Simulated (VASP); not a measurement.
The system is AlN.

```
Al N
1.0
     0.00000    1.97800    1.97800
     1.97800    0.00000    1.97800
     1.97800    1.97800    0.00000
Al N
1 1
Direct
  0.00000 0.00000 0.00000
  0.50000 0.50000 0.50000
```

```yaml
Program: VASP 6.6.1
Task: relaxation of cell and atoms
Functional: PBE
Potentials_or_basis: VASP PAW PBE potentials, release 64 (Al, N)
Cutoff: 600 eV
k_mesh: 8 × 8 × 8
Occupations: gaussian, width 0.1 eV
Spin: no spin polarisation
```

At the start: pressure 25.1 GPa; volume 7.74 Å³/atom.

Q: How do energy, volume and symmetry change on relaxing?

A: Over 3 steps the energy falls by 49.6 meV/atom and the volume is 8.43 Å³/atom (+8.9 %); space group Fm-3m (No. 225, to 0.05 Å).

The path:
| step | energy change (eV) | largest force (eV/Å) | pressure (GPa) | volume (Å³) |
| --- | --- | --- | --- | --- |
| 1 | 0.0000 | 0.0000 | 25.09 | 15.48 |
| 2 | -0.0066 | 0.0000 | -18.21 | 18.35 |
| 3 | -0.0992 | 0.0000 | -0.28 | 16.86 |

Final structure:
```
CELL_PARAMETERS angstrom
0.00000 2.03510 2.03510
2.03510 0.00000 2.03510
2.03510 2.03510 0.00000
ATOMIC_POSITIONS crystal
Al 0.00000 0.00000 0.00000
N 0.50000 0.50000 0.50000
```
